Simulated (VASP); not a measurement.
Here is a VASP 6.6.1 calculation.

Contents of INCAR:

```
SYSTEM = Ni
ALGO = Normal
EDIFF = 1E-7
ENCUT = 520
ISIF = 2
ISMEAR = -1
ISPIN = 2
ISYM = 0
LASPH = .True.
LCHARG = .False.
LMAXMIX = 4
LORBIT = 11
LREAL = .False.
LWAVE = .False.
MAGMOM = 2 0
NBANDS = 21
NELM = 150
PREC = Accurate
SIGMA = 0.05
```

KPOINTS

```
k-points
0
Gamma
  11 7 9
  0 0 0
```

The input POSCAR:

```
Ni
1.0
    0.0000000000     -1.7935000000     -1.7935000000
   -3.5870000000     -1.7935000000     -1.7935000000
    0.0000000000      1.7935000000     -1.7935000000
Ni
2
Direct
    0.0000000000      0.0000000000      0.0000000000
    0.0000000000      0.5000000000      0.5000000000
```

Potentials or basis: VASP PAW LDA potentials, release 64 (Ni).

Command:

```sh
$ cat potpaw_LDA.64/Ni/POTCAR > POTCAR
$ mpirun -np 1 vasp_std > vasp.out
```

(1) What does it give for the pressure?

(2) Predict the net moment.

(3) Predict the site moments.

Answers

(1) -25.2 GPa.

(2) 1.19 μB per cell.

(3) Ni +0.60 μB.

Caveat: the cell stands under tension.
